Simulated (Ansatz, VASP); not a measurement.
**One calculation of BP, two programs**

```
B P
1.0
     0.00000    2.26900    2.45052
     2.26900    0.00000    2.45052
     2.26900    2.26900    0.00000
B P
1 1
Direct
  0.00000 0.00000 0.00000
  0.75000 0.75000 0.75000
```

Change from the starting cell: strain +0.000 along x and y, +0.080 along z, atoms carried along.

Alike in both runs: task single point; functional PBE; k mesh 10 × 10 × 10; occupations gaussian, width 0.05 eV; no spin polarisation.

|  | VASP | Ansatz |
| --- | --- | --- |
| version | VASP 6.6.1 | Ansatz 0.2.0 |
| potentials or method | VASP PAW PBE potentials, release 64 (B, P), cutoff 520 eV | scalar-relativistic, plane waves, PAW |
| valence electrons in the cell | 8 | 8 |

Ansatz gave:

```
gap on the k mesh at the Fermi level (eV)                     : 0.78
least direct gap on the mesh (eV)                             : 2.92
pressure (GPa)                                                : -9.9
traceless stress, the component that is largest in VASP (GPa) : -14.05
```

Problem. What did VASP give for the same quantities?

Solution. gap on the k mesh at the Fermi level (eV): 0.78; least direct gap on the mesh (eV): 2.92; pressure (GPa): -10.1; traceless stress, the component that is largest in VASP (GPa): -14.07.

The functional is the same, so the differences come from potentials, cutoffs and numerics.
